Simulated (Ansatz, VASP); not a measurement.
Fe: VASP beside Ansatz

```
Fe
1.0
    -1.44300    1.44300    1.44300
     1.44300   -1.44300    1.44300
     1.44300    1.44300   -1.44300
Fe
1
Cartesian
  0.0000 0.0000 0.0000
```

Alike in both runs: task single point; functional PBE; k mesh 11 × 11 × 11; occupations fermi-dirac, width 0.05 eV; collinear spin; fixed moment 0.8 μB.

|  | VASP | Ansatz |
| --- | --- | --- |
| version | VASP 6.6.1 | Ansatz 0.2.0 |
| potentials or method | VASP PAW PBE potentials, release 64 (Fe_sv) | Ansatz PAW |
| plane-wave cutoff (eV) | 600 | 420 |
| valence electrons in the cell | 16 | 16 |

```csv
,VASP,Ansatz,Ansatz less VASP
pressure (GPa),-27.1,-23.6,+3.53
net moment per atom (μB),0.80,0.80,0.000
size of the moment on the site where the two differ most (μB),0.86,0.86,+0.003
```

Site moments also hang on the region over which each program counts them. The functional is the same, so the differences come from potentials, cutoffs and numerics.
